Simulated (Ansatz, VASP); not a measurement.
**PbS in VASP and in Ansatz**

```
CELL_PARAMETERS angstrom
0.00000 2.96800 2.96800
2.96800 0.00000 2.96800
2.96800 2.96800 0.00000
ATOMIC_POSITIONS crystal
Pb 0.00000 0.00000 0.00000
S 0.50000 0.50000 0.50000
```

Alike in both runs: task relaxation of cell and atoms; functional PBEsol; k mesh 10 × 10 × 10; occupations gaussian, width 0.01 eV; no spin polarisation.

|  | VASP | Ansatz |
| --- | --- | --- |
| version | VASP 6.6.1 | Ansatz 0.2.0 |
| potentials or method | VASP PAW PBE potentials, release 64 (Pb_d, S), cutoff 600 eV | scalar-relativistic, plane waves, PAW |
| valence electrons in the cell | 20 | 20 |

|  | VASP | Ansatz | Ansatz less VASP |
| --- | --- | --- | --- |
| gap on the k mesh at the Fermi level, each at its own relaxed structure (eV) | 0.20 | 0.20 | +0.002 |
| relaxed volume (Å³/atom) | 25.72 | 25.72 | -0.001 |
| relaxed cell length with the largest relative difference (Å) | 4.175 | 4.175 | -0.0001 |

VASP's potentials were made for PBE, not for PBEsol, and Ansatz warns of the same on its side.

Spin-orbit coupling is off throughout.
